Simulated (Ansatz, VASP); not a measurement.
# PbF2 in VASP and in Ansatz

File INCAR:

```
SYSTEM = PbF2
PREC     = Accurate       ! precision mode
ENCUT    = 520            ! plane-wave cutoff, eV
EDIFF    = 1E-8           ! SCF threshold, eV
ISMEAR   = -1             ! smearing method
SIGMA    = 0.03           ! smearing width, eV
LREAL    = .FALSE.        ! projectors in reciprocal space
LASPH    = .TRUE.         ! aspherical terms in the spheres
NELM     = 80             ! most SCF steps
ALGO     = Normal         ! electronic algorithm
ISIF     = 2              ! what is computed and relaxed
LWAVE    = .FALSE.        ! write WAVECAR
LCHARG   = .FALSE.        ! write CHGCAR
LEFG     = .TRUE.       
NBANDS   = 21             ! bands
```

Contents of KPOINTS:

```
Automatic mesh
0
G
  7 7 7
  0 0 0
```

Contents of POSCAR:

```
PbF2
1.0
    0.0296985000      2.9846992500      2.9846992500
    2.9846992500      0.0296985000      2.9846992500
    2.9846992500      2.9846992500      0.0296985000
Pb F
1 2
Direct
    0.0000000000      0.0000000000      0.0000000000
    0.2500000000      0.2500000000      0.2500000000
    0.7500000000      0.7500000000      0.7500000000
```

Input for Ansatz:

```yaml
crystal:
  lattice:
    - [0.0296985, 2.98469925, 2.98469925]
    - [2.98469925, 0.0296985, 2.98469925]
    - [2.98469925, 2.98469925, 0.0296985]
  atoms:
    - { symbol: Pb, position: [0.0, 0.0, 0.0] }
    - { symbol: F, position: [0.25, 0.25, 0.25] }
    - { symbol: F, position: [0.75, 0.75, 0.75] }
kpoints:
  mp_grid: { grid: [7, 7, 7] }
scf:
  occupations: { method: fermi_dirac, width: 0.03 }
hamiltonian:
  xc: lda
  pseudopotentials: { kind: all_electron, datasets: crystal }
output:
  forces: true
  stress: true
  eigenvalues: true
  efg: { contact_densities: true }
```

Change from the starting cell: equal xy, yz and zx shear strains of +1 %, crystal datasets.

Alike in both runs: task electric field gradients; functional LDA; k mesh 7 × 7 × 7; occupations fermi-dirac, width 0.03 eV; no spin polarisation.

|  | VASP | Ansatz |
| --- | --- | --- |
| version | VASP 6.6.1 | Ansatz 0.2.0 |
| potentials or method | VASP PAW LDA potentials, release 64 (Pb_d, F), cutoff 520 eV | all-electron PAW with datasets made for the crystal, scalar-relativistic |

VASP gave:

| Property | Result |
| --- | --- |
| gap on the k mesh at the Fermi level (eV) | 4.25 |
| pressure (GPa) | -4.9 |
| traceless stress, the component that is largest in VASP (GPa) | -0.27 |
| rms of the force components (eV/Å) | 0.014 |
| size of Vzz on the site where it differs most (V/Å²) | 20.0 |

Question: Which values does Ansatz return?

Answer: gap on the k mesh at the Fermi level (eV): 4.28; pressure (GPa): -4.9; traceless stress, the component that is largest in VASP (GPa): -0.26; rms of the force components (eV/Å): 0.013; size of Vzz on the site where it differs most (V/Å²): 23.5.

LDA's correlation is that of Perdew and Zunger in VASP and of Perdew and Wang (1992) in Ansatz. Atom by atom the forces differ by 0.001 eV/Å (rms over components). Ansatz ran all-electron here, and VASP with PAW potentials.

Neither program's run includes spin-orbit coupling.
